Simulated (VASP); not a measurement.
# LiF (P6/mmm) in VASP: further runs

LiF is run at these levels: PBE; tasks: single point.

All numbers are computed with VASP 6.6.1; they aren't measurements. Logs are shortened: lines on timing, memory, paths and dates and some standing lists are left out, and cuts for length are marked.

## 1. The cell of the first run

Symmetry: P6/mmm, No. 191, hexagonal system. Conventional cell: a = 4.798 Å, b = 4.798 Å, c = 2.750 Å, α = 90.00°, β = 90.00°, γ = 120.00°. Within 2.6 Å of Li (site symmetry mmm) lie 6 F at 1.95 to 2.40 Å and 4 Li at 2.40 Å. Within 3.2 Å of F (site symmetry 6/mmm) lie 6 Li at 2.40 Å and 14 F at 2.75 to 3.09 Å. F (site symmetry -6m2) has 6 Li at 1.95 Å within 2.6 Å.

## 2. Single point, PBE

The input, INCAR:

```
SYSTEM = LiF
ALGO = Normal ; EDIFF = 1E-6
ENCUT = 520 ; GGA = PE
ISIF = 2 ; ISMEAR = 0
LASPH = .TRUE. ; LCHARG = .FALSE.
LREAL = .FALSE. ; LWAVE = .FALSE.
NBANDS = 24 ; NELM = 100
PREC = Accurate ; SIGMA = 0.1
```

The input, KPOINTS:

```
k-points
0
G
  6 6 6
  0 0 0
```

The input, POSCAR:

```
LiF
1.0
    4.7979124181      0.0000000000      0.0000000000
   -2.3989562090      4.1551140392      0.0000000000
    0.0000000000      0.0000000000      2.7496580997
Li F
3 3
Direct
    0.5000000000      0.0000000000      0.0000000000
    0.5000000000      0.5000000000      0.0000000000
    0.0000000000      0.5000000000      0.0000000000
    0.0000000000      0.0000000000      0.0000000000
    0.3333333333      0.6666666667      0.5000000000
    0.6666666667      0.3333333333      0.5000000000
```

Potentials or basis: VASP PAW PBE potentials, release 64 (Li_sv, F).

Run with:

```console
$ cat potpaw_PBE.64/Li_sv/POTCAR potpaw_PBE.64/F/POTCAR > POTCAR
$ mpirun -np 1 vasp_std > vasp.out
```

OUTCAR:

```text
SYSTEM = LiF
   EDIFF = 1E-6
   ENCUT = 520
   GGA = PE
   ISIF = 2
   ISMEAR = 0
   LASPH = .TRUE.
   LREAL = .FALSE.
   NELM = 100
   PREC = Accurate

 ion  position               nearest neighbor table
   1  0.500  0.000  0.000-   5 1.95   6 1.95   5 1.95   6 1.95   2 2.40   2 2.40   3 2.40   3 2.40

   2  0.500  0.500  0.000-   5 1.95   6 1.95   5 1.95   6 1.95   1 2.40   1 2.40   3 2.40   3 2.40

   3  0.000  0.500  0.000-   5 1.95   6 1.95   5 1.95   6 1.95   2 2.40   2 2.40   1 2.40   1 2.40

   4  0.000  0.000  0.000-
   5  0.333  0.667  0.500-   1 1.95   1 1.95   3 1.95   3 1.95   2 1.95   2 1.95
   6  0.667  0.333  0.500-   1 1.95   1 1.95   3 1.95   3 1.95   2 1.95   2 1.95

  LATTYP: Found a hexagonal cell.
 ALAT       =     4.7979124181
 C/A-ratio  =     0.5730946837

  Lattice vectors:

 A1 = (   4.7979124181,   0.0000000000,   0.0000000000)
 A2 = (  -2.3989562090,   4.1551140392,   0.0000000000)
 A3 = (   0.0000000000,   0.0000000000,   2.7496580997)

Analysis of symmetry for initial positions (statically):
=====================================================================
 Subroutine PRICEL returns:
 Original cell was already a primitive cell.

 Routine SETGRP: Setting up the symmetry group for a
 hexagonal supercell.

 Subroutine GETGRP returns: Found 24 space group operations
 (whereof 24 operations were pure point group operations)
 out of a pool of 24 trial point group operations.

The static configuration has the point symmetry D_6h.

Analysis of symmetry for dynamics (positions and initial velocities):
=====================================================================
 Subroutine PRICEL returns:
 Original cell was already a primitive cell.

 Routine SETGRP: Setting up the symmetry group for a
 hexagonal supercell.

 Subroutine GETGRP returns: Found 24 space group operations
 (whereof 24 operations were pure point group operations)
 out of a pool of 24 trial point group operations.

The dynamic configuration has the point symmetry D_6h.

 Subroutine INISYM returns: Found 24 space group operations
 (whereof 24 operations are pure point group operations),
 and found     1 'primitive' translations

----------------------------------------------------------------------------------------

                                     Primitive cell

  volume of cell :      54.8168

  direct lattice vectors                    reciprocal lattice vectors
[... 97 lines left out ...]
   EDIFFG = 0.1E-04   stopping-criterion for IOM
   NSW    =      0    number of steps for IOM
   IBRION =     -1    ionic relax: 0-MD 1-quasi-New 2-CG
   NFREE  =      0    steps in history (QN), initial steepest desc. (CG)
   ISIF   =      2    stress and relaxation
   ISYM   =      2    0-nonsym 1-usesym 2-fastsym
   POTIM  = 0.5000    time-step for ionic-motion
   TEBEG  =    0.0;   TEEND  =   0.0 temperature during run
   PSTRESS=    0.0 pullay stress
   NELECT =      30.0000    total number of electrons
   NUPDOWN=      -1.0000    fix difference up-down
   EMIN   =  10.00;   EMAX   =-10.00  energy-range for DOS
   EFERMI =   0.00;   METHOD = LEGACY
   ISMEAR =     0;   SIGMA  =   0.10  broadening in eV -4-tet -1-fermi 0-gaus
   EFERMI_NEDOS =   21; number of points for ismear=-14 and -15
   IALGO  =     38    algorithm
   IMIX   =      4    mixing-type and parameters
     AMIX     =   0.40;   BMIX     =  1.00
     AMIX_MAG =   1.60;   BMIX_MAG =  1.00
  volume/ion in A,a.u.               =       9.14        61.65
  Fermi-wavevector in a.u.,A,eV,Ry     =   1.339093  2.530518 24.397544  1.793169
  Thomas-Fermi vector in A             =   2.467512
   LORBIT       =      0    0 simple, 1 ext, 2 COOP (PROOUT), +10 PAW based schemes
   GGA     = PE    functional components
   LHFCALC =     F    Hartree Fock is set to
   AEXX    =    0.0000 exact exchange contribution
   IVDW    =     0    specifies the selected vdW correction
   LEPSILON=     F    determine dielectric tensor
   LRPA    =     F    only Hartree local field effects (RPA)
 non-spin polarized calculation
 Gauss-broadening in eV      SIGMA  =   0.10
  energy-cutoff  :      520.00
  volume of cell :       54.82
 maximum number of plane-waves:      1498
 NGX is ok and might be reduce to    36
   NGX = 17   NGY = 17   NGZ = 11

 number of electron      30.0000086 magnetization

 Free energy of the ion-electron system (eV)
  ---------------------------------------------------
  ext. energy  EPLUGINS =         0.00000000
  ---------------------------------------------------
  free energy    TOTEN  =       -27.42011357 eV

  energy without entropy =      -27.42011357  energy(sigma->0) =      -27.42011357

 E-fermi :   1.3015     XC(G=0):  -9.3945

 val. band max:        0.7308397277   @ k =   0.0000   0.0000   0.0000
 cond. band min:       6.4987883312   @ k =   0.0000   0.0000   0.0000
 fundamental gap:      5.7679486035
 Fermi energy:         1.3015030472

 k-point     1 :       0.0000    0.0000    0.0000
  band No.  band energies     occupation
      1     -43.6077      2.00000
      2     -43.4785      2.00000
      3     -43.4785      2.00000
      4     -22.3769      2.00000
      5     -22.1930      2.00000
      6     -19.1125      2.00000
[... 637 lines left out ...]
     23      14.1531      0.00000
     24      14.9926      0.00000

 [... further k-points ...]

------------------------ aborting loop because EDIFF is reached ----------------------------------------

  FORCE on cell =-STRESS in cart. coord.  units (eV):
  Direction    XX          YY          ZZ          XY          YZ          ZX
  --------------------------------------------------------------------------------------
  -------------------------------------------------------------------------------------
  Total       -0.0404705     -0.0404705     -0.1310850     -0.0000000     -0.0000000      0.0000000
  in kB       -1.1828662     -1.1828662     -3.8313299     -0.0000000     -0.0000000      0.0000000
  external PRESSURE =      -2.0656875 kB  Pullay stress =       0.0000000 kB

 VOLUME and BASIS-vectors are now :
 -----------------------------------------------------------------------------
  energy-cutoff  :      520.00
  volume of cell :       54.82
      direct lattice vectors                 reciprocal lattice vectors
     4.797912418  0.000000000  0.000000000     0.208423980  0.120333641  0.000000000
    -2.398956209  4.155114039  0.000000000     0.000000000  0.240667281  0.000000000
     0.000000000  0.000000000  2.749658100     0.000000000  0.000000000  0.363681579

 POSITION                                       TOTAL-FORCE (eV/Angst)
 -----------------------------------------------------------------------------------
      2.39896      0.00000      0.00000        -0.000000      0.000000      0.000000
      1.19948      2.07756      0.00000        -0.000000      0.000000      0.000000
     -1.19948      2.07756      0.00000        -0.000000      0.000000      0.000000
      0.00000      0.00000      0.00000        -0.000000      0.000000      0.000000
     -0.00000      2.77008      1.37483        -0.000000      0.000000      0.000000
      2.39896      1.38504      1.37483         0.000000     -0.000000      0.000000
 -----------------------------------------------------------------------------------
    total drift:                                0.000000      0.000000     -0.000000

  FREE ENERGIE OF THE ION-ELECTRON SYSTEM (eV)
  ---------------------------------------------------
  free  energy   TOTEN  =       -27.4201135681 eV

  energy  without entropy=      -27.4201135681  energy(sigma->0) =      -27.42011357
```

OSZICAR:

```text
N       E                     dE             d eps       ncg     rms          rms(c)
DAV:   1     0.197706815432E+03    0.19771E+03   -0.15260E+04  1344   0.136E+03
DAV:   2    -0.113931524075E+02   -0.20910E+03   -0.20152E+03  1616   0.346E+02
DAV:   3    -0.285518676289E+02   -0.17159E+02   -0.17005E+02  2416   0.735E+01
DAV:   4    -0.291143813530E+02   -0.56251E+00   -0.56219E+00  1608   0.129E+01
DAV:   5    -0.291208419074E+02   -0.64606E-02   -0.64594E-02  1928   0.142E+00    0.814E+00
DAV:   6    -0.273818624076E+02    0.17390E+01   -0.49828E+00  1456   0.154E+01    0.261E+00
DAV:   7    -0.273980140785E+02   -0.16152E-01   -0.19487E-01  1840   0.271E+00    0.165E+00
DAV:   8    -0.274158287809E+02   -0.17815E-01   -0.52385E-02  1848   0.188E+00    0.310E-01
DAV:   9    -0.274194867188E+02   -0.36579E-02   -0.68920E-03  1960   0.605E-01    0.125E-01
DAV:  10    -0.274201159524E+02   -0.62923E-03   -0.16247E-03  1728   0.279E-01    0.676E-02
DAV:  11    -0.274201122205E+02    0.37320E-05   -0.23818E-04  1744   0.124E-01    0.558E-03
DAV:  12    -0.274201138998E+02   -0.16793E-05   -0.58228E-06  1752   0.191E-02    0.329E-03
DAV:  13    -0.274201135681E+02    0.33164E-06   -0.57418E-07  1432   0.590E-03
   1 F= -.27420114E+02 E0= -.27420114E+02  d E =-.261972E-16
```

stdout:

```text
POSCAR found type information on POSCAR LiF
 POSCAR found :  2 types and       6 ions
 scaLAPACK will be used
 LDA part: xc-table for (Slater+PW92), standard interpolation
 POSCAR, INCAR and KPOINTS ok, starting setup
 FFT: planning ... GRIDC
 FFT: planning ... GRID_SOFT
 FFT: planning ... GRID
 WAVECAR not read
 entering main loop
```

Wall time 25 s (1 thread of Intel Xeon Platinum 8259CL at 2.50GHz (Skylake/Cascade Lake), shared host); peak memory 0.17 GiB.

Results:

| Item | Value |
| --- | --- |
| Free energy | -27.4201 eV |
| Band gap on the k mesh | 5.77 eV |

Caveat: the cutoff is under 1.25 times the usual one of these potentials, so pressure, stress and relaxed cells hold a basis-set (Pulay) error. A k mesh can miss the band edges.

## 3. Single point, PBE

The input, INCAR:

```
SYSTEM = LiF
PREC = Accurate
ENCUT = 520
EDIFF = 1E-7
ISMEAR = 0
SIGMA = 0.1
LREAL = .False.
LASPH = .True.
NELM = 60
ALGO = Normal
ISIF = 2
LWAVE = .False.
LCHARG = .False.
GGA = PE
NBANDS = 24
```

The input, KPOINTS:

```
regular mesh
0
Gamma
  6 6 6
  0 0 0
```

The input, POSCAR:

```
LiF
1.0
    0.0000000000      0.0000000000      2.7469783943
    4.8047792855      0.0000000000      0.0000000000
   -2.4023896427      4.1610609208      0.0000000000
Li F
3 3
Direct
    0.0000000000      0.5000000000      1.0000000000
    0.0000000000      0.5000000000      0.5000000000
    0.0000000000      0.0000000000      0.5000000000
    0.0000000000      0.0000000000      0.0000000000
    0.5000000000      0.3333333333      0.6666666667
    0.5000000000      0.6666666667      0.3333333333
```

Potentials or basis: VASP PAW PBE potentials, release 64 (Li_sv, F).

Run with:

```console
$ cat potpaw_PBE.64/Li_sv/POTCAR potpaw_PBE.64/F/POTCAR > POTCAR
$ mpirun -np 1 vasp_std > vasp.out
```

OUTCAR:

```text
SYSTEM = LiF
   PREC = Accurate
   ENCUT = 520
   EDIFF = 1E-7
   ISMEAR = 0
   LREAL = .False.
   LASPH = .True.
   NELM = 60
   ISIF = 2
   GGA = PE

 ion  position               nearest neighbor table
   1  0.000  0.500  0.000-   5 1.95   6 1.95   5 1.95   6 1.95   2 2.40   2 2.40   3 2.40   3 2.40

   2  0.000  0.500  0.500-   5 1.95   6 1.95   5 1.95   6 1.95   1 2.40   1 2.40   3 2.40   3 2.40

   3  0.000  0.000  0.500-   5 1.95   6 1.95   5 1.95   6 1.95   2 2.40   2 2.40   1 2.40   1 2.40

[... 858 lines left out ...]
  -------------------------------------------------------------------------------------
  Total       -0.1061710     -0.1061710     -0.0789618     -0.0000000      0.0000000      0.0000000
  in kB       -3.0973030     -3.0973030     -2.3035343     -0.0000000      0.0000000      0.0000000
  external PRESSURE =      -2.8327134 kB  Pullay stress =       0.0000000 kB

 VOLUME and BASIS-vectors are now :
 -----------------------------------------------------------------------------
  energy-cutoff  :      520.00
  volume of cell :       54.92
      direct lattice vectors                 reciprocal lattice vectors
     0.000000000  0.000000000  2.746978394     0.000000000  0.000000000  0.364036354
     4.804779286  0.000000000  0.000000000     0.208126105  0.120161663  0.000000000
    -2.402389643  4.161060921  0.000000000     0.000000000  0.240323326  0.000000000

 POSITION                                       TOTAL-FORCE (eV/Angst)
 -----------------------------------------------------------------------------------
      2.40239      0.00000      0.00000        -0.000000      0.000000      0.000000
      1.20119      2.08053      0.00000        -0.000000      0.000000      0.000000
     -1.20119      2.08053      0.00000        -0.000000      0.000000      0.000000
      0.00000      0.00000      0.00000        -0.000000      0.000000      0.000000
     -0.00000      2.77404      1.37349         0.000000      0.000000      0.000000
      2.40239      1.38702      1.37349        -0.000000      0.000000      0.000000
 -----------------------------------------------------------------------------------
    total drift:                               -0.000000      0.000000      0.000000

  FREE ENERGIE OF THE ION-ELECTRON SYSTEM (eV)
  ---------------------------------------------------
  free  energy   TOTEN  =       -27.4202842712 eV

  energy  without entropy=      -27.4202842712  energy(sigma->0) =      -27.42028427
```

stdout:

```text
POSCAR found type information on POSCAR LiF
 POSCAR found :  2 types and       6 ions
 scaLAPACK will be used
 LDA part: xc-table for (Slater+PW92), standard interpolation
 POSCAR, INCAR and KPOINTS ok, starting setup
 FFT: planning ... GRIDC
 FFT: planning ... GRID_SOFT
 FFT: planning ... GRID
 WAVECAR not read
 entering main loop
```

Run time: 34 s. Hardware: 1 thread of Intel Xeon Platinum 8259CL at 2.50GHz (Skylake/Cascade Lake), shared host; peak memory 0.17 GiB.

What came out:

```
Free energy            : -27.4203 eV
Band gap on the k mesh : 5.74 eV
```

Caveat: the cutoff is under 1.25 times the usual one of these potentials, so pressure, stress and relaxed cells hold a basis-set (Pulay) error. A k mesh can miss the band edges.
